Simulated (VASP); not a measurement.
Input of a VASP 6.6.1 run:

POSCAR

```
CO
1.0
    7.7417530000      0.0000000000      0.0000000000
    0.0000000000      7.7417530000      0.0000000000
    0.0000000000      0.0000000000      7.7417530000
O C
8 8
Direct
    0.8828491428      0.2970645021      0.6278810497
    0.4647267873      0.1819613723      0.1482868286
    0.7404524531      0.7716081874      0.7362286035
    0.1834855749      0.8293212145      1.0362510920
    0.4446538142      0.4350306707      0.6299865160
    0.3731196281      0.0265960436      0.5352534497
    0.9033096251      0.2810603748      0.0418509865
    0.7982558989      0.8397968780      0.2887588896
    0.8887909495      0.3890591704      0.5135787721
    0.3722025231      0.1778925264      0.0353795839
    0.6959018197      0.8851741976      0.8167917525
    0.1086575611      0.8684208861      0.9160070077
    0.3830398619      0.5616815726      0.6724187661
    0.2445570144      0.0688087052      0.4900957186
    0.8570281175      0.4164560662      0.0170245679
    0.6767459515      0.7617396215      0.3213354908
```

The input INCAR.step1:

```
SYSTEM = CO
PREC = Accurate
ENCUT = 520
ISMEAR = -1
SIGMA = 0.05
LREAL = Auto
LASPH = .TRUE.
NELM = 100
NBANDS = 54
GGA = PE
ALGO = Normal
EDIFF = 1E-4
LWAVE = .TRUE.
LCHARG = .FALSE.
```

INCAR.step2

```
SYSTEM = CO
PREC = Accurate
ENCUT = 520
EDIFF = 1E-6
ISMEAR = -1
SIGMA = 0.05
LREAL = Auto
LASPH = .TRUE.
NELM = 100
ALGO = Normal
ISIF = 2
LWAVE = .FALSE.
LCHARG = .FALSE.
METAGGA = R2SCAN
LMIXTAU = .TRUE.
IVDW = 12
VDW_S6 = 1.0
VDW_S8 = 0.78981345
VDW_A1 = 0.49484001
VDW_A2 = 5.73083694
NBANDS = 54
ISTART = 1
```

File KPOINTS:

```
Automatic mesh
0
G
  1 1 1
  0 0 0
```

Potentials or basis: VASP PAW PBE potentials, release 64 (O, C).

Command:

```sh
$ cat potpaw_PBE.64/O/POTCAR potpaw_PBE.64/C/POTCAR > POTCAR
$ cp INCAR.step1 INCAR
$ mpirun -np 1 vasp_gam > vasp.out
$ cp INCAR.step2 INCAR
$ mpirun -np 1 vasp_gam > vasp.out
```

Q: Estimate the dispersion energy per atom.

A: -0.024 eV.

Q: Estimate the largest force.

A: 4.122 eV/Å.

Q: What does it give for the pressure?

A: 0.3 GPa.

Stress tensor (GPa, compression positive):
```
 0.83 -0.67  0.67
-0.67  0.10 -0.05
 0.67 -0.05  0.02
```

Caveat: the k points lie up to 0.81 Å⁻¹ apart; the PAW data sets were made with another functional, which shifts forces and pressure a little.
